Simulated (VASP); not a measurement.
Wanted: the native input for a VASP 6.6.1 run.

- Task: single point
- Functional: PBEsol
- Potentials or basis: VASP PAW PBE potentials, release 64 (Mg, S)
- Cutoff: 520 eV
- k mesh: 6 × 6 × 4
- Occupations: gaussian, width 0.05 eV
- Spin: no spin polarisation
- Dipole correction: no
- Further INCAR settings: ALGO = Normal; EDIFF = 1e-07; NBANDS = 16

The structure of MgS lies in POSCAR:

```
MgS
1.0
    4.3573921994      0.0000000000      0.0000000000
   -2.1786960997      3.7736123389      0.0000000000
    0.0000000000      0.0000000000      6.9468777144
Mg S
2 2
Direct
    0.6666666667      0.3333333333      0.4957548500
    0.3333333333      0.6666666667      0.9957548500
    0.3333333333      0.6666666667      0.3792441500
    0.6666666667      0.3333333333      0.8792441500
```

This cell differs from its parent crystal: strain +0.080 along x and y, +0.080 along z.

One way to write it, as run:

INCAR

```
ALGO     = Normal         # electronic algorithm
EDIFF    = 1E-7           # SCF threshold, eV
ENCUT    = 520            # plane-wave cutoff, eV
GGA      = PS             # functional
ISIF     = 2              # what is computed and relaxed
ISMEAR   = 0              # smearing method
LASPH    = True           # aspherical terms in the spheres
LCHARG   = True           # write CHGCAR
LELF     = True           # ELF
LREAL    = False          # projectors in reciprocal space
LVHAR    = True         
LWAVE    = False          # write WAVECAR
NBANDS   = 16             # bands
NELM     = 80             # most SCF steps
PREC     = Accurate       # precision mode
SIGMA    = 0.05           # smearing width, eV
```

KPOINTS

```
k-points
0
Gamma
  6 6 4
```

Potentials or basis: VASP PAW PBE potentials, release 64 (Mg, S).

Command:

```bash
$ cat potpaw_PBE.64/Mg/POTCAR potpaw_PBE.64/S/POTCAR > POTCAR
$ mpirun -np 1 vasp_std > vasp.out
```

Results of the run:

* Pressure: -8.5 GPa
* Largest force: 0.061 eV/Å
* Band gap on the k mesh: 2.26 eV, direct

Caveat: the cell differs from its parent crystal (strain +0.080 along x and y, +0.080 along z); the PAW data sets were made with another functional, which shifts forces and pressure a little.

Run time: 30 s on 1 thread of Intel Xeon 6975P-C (shared host), peak memory 0.23 GiB.
